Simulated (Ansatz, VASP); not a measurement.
**One calculation of CoO, two programs**

File INCAR:

```
SYSTEM = CoO
PREC     = Accurate       ! precision mode
ENCUT    = 520            ! plane-wave cutoff, eV
EDIFF    = 1E-6           ! SCF threshold, eV
ISMEAR   = -1             ! smearing method
SIGMA    = 0.05           ! smearing width, eV
LREAL    = .FALSE.        ! projectors in reciprocal space
LASPH    = .TRUE.         ! aspherical terms in the spheres
NELM     = 150            ! most SCF steps
ALGO     = Normal         ! electronic algorithm
ISIF     = 2              ! what is computed and relaxed
LWAVE    = .FALSE.        ! write WAVECAR
LCHARG   = .TRUE.         ! write CHGCAR
ISPIN    = 2              ! spin polarisation
MAGMOM   = 2 0            ! initial moments
LORBIT   = 11             ! projections on sites
LMAXMIX  = 4              ! l up to which the mixer works
GGA      = PS             ! functional
LELF     = .TRUE.         ! ELF
LVHAR    = .TRUE.       
NBANDS   = 18             ! bands
```

The input KPOINTS:

```
Automatic mesh
0
G
  16 16 16
  0 0 0
```

The input POSCAR:

```
CoO
1.0
    0.0639450000      2.1634725000      2.1634725000
    2.1634725000      0.0639450000      2.1634725000
    2.1634725000      2.1634725000      0.0639450000
Co O
1 1
Direct
    0.0000000000      0.0000000000      0.0000000000
    0.5000000000      0.5000000000      0.5000000000
```

Input for Ansatz:

```yaml
crystal:
  lattice:
    - [0.063945, 2.1634725, 2.1634725]
    - [2.1634725, 0.063945, 2.1634725]
    - [2.1634725, 2.1634725, 0.063945]
  atoms:
    - { symbol: Co, position: [0.0, 0.0, 0.0], spin: 2.0 }
    - { symbol: O, position: [0.5, 0.5, 0.5] }
magnetization:
  spin_polarized: true
kpoints:
  mp_grid: { grid: [16, 16, 16] }
  band_path:
    path:
      - [0.0, 0.0, 0.0]
      - [0.5, 0.5, 0.5]
      - [0.2428775097, 0.5, 0.7571224903]
      - [-0.2428775097, 0.2428775097, 0.5]
      - [0.0, 0.0, 0.5]
      - [0.0, 0.0, 0.0]
      - [-0.3714387548, 0.0, 0.3714387548]
      - [0.0, 0.3714387548, 0.6285612452]
      - [0.0, 0.5, 0.5]
    npoints: 5
scf:
  occupations: { method: fermi_dirac, width: 0.05 }
hamiltonian:
  xc: pbesol
  pseudopotentials: { kind: all_electron, lapw: { basis_error: 0.0005 } }
output:
  forces: true
  stress: true
  eigenvalues: true
```

Change from the starting cell: equal xy, yz and zx shear strains of +3 %.

Alike in both runs: task single point; functional PBEsol; k mesh 16 × 16 × 16; occupations fermi-dirac, width 0.05 eV; collinear spin.

|  | VASP | Ansatz |
| --- | --- | --- |
| version | VASP 6.6.1 | Ansatz 0.2.0 |
| potentials or method | VASP PAW PBE potentials, release 64 (Co, O), cutoff 520 eV | all-electron LAPW, scalar-relativistic |

Ansatz gave:

- pressure (GPa): -11.0
- traceless stress, the component that is largest in VASP (GPa): 0.42
- net moment per atom (μB): 1.48
- size of the moment on the site where the two differ most (μB): 2.60

**Question.** Which values does VASP return?

**Answer.** Pressure (GPa): -11.6; traceless stress, the component that is largest in VASP (GPa): 0.34; net moment per atom (μB): 1.47; size of the moment on the site where the two differ most (μB): 2.57.

VASP's potentials were made for PBE, not for PBEsol. Site moments also hang on the region over which each program counts them. Ansatz ran all-electron here, and VASP with PAW potentials.
